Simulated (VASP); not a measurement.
Crystal: Sr.

```
Sr
1.0
     0.00000    3.08239    3.08239
     3.08239    0.00000    3.08239
     3.08239    3.08239    0.00000
Sr
1
Cartesian
  0.0000 0.0000 0.0000
```

Base run:

| Property | Result |
| --- | --- |
| Program | VASP 6.6.1 |
| Functional | LDA |
| Potentials or basis | VASP PAW LDA potentials, release 64 (Sr_sv) |
| Cutoff | 520 eV |
| k mesh | 6 × 6 × 6 |
| Occupations | fermi-dirac, width 0.05 eV |
| Spin | no spin polarisation |

Its results: band gap on the k mesh 0.11 eV, direct; pressure -1.8 GPa.

Q: The run is repeated on the same cell with these changes: k mesh from 6 × 6 × 6 to 8 × 8 × 8. What comes out?

A: Band gap on the k mesh zero (band 5 reaches 1.32 eV, above the bottom of band 6 at 1.24 eV); pressure -1.9 GPa.

A k mesh can miss the band edges.
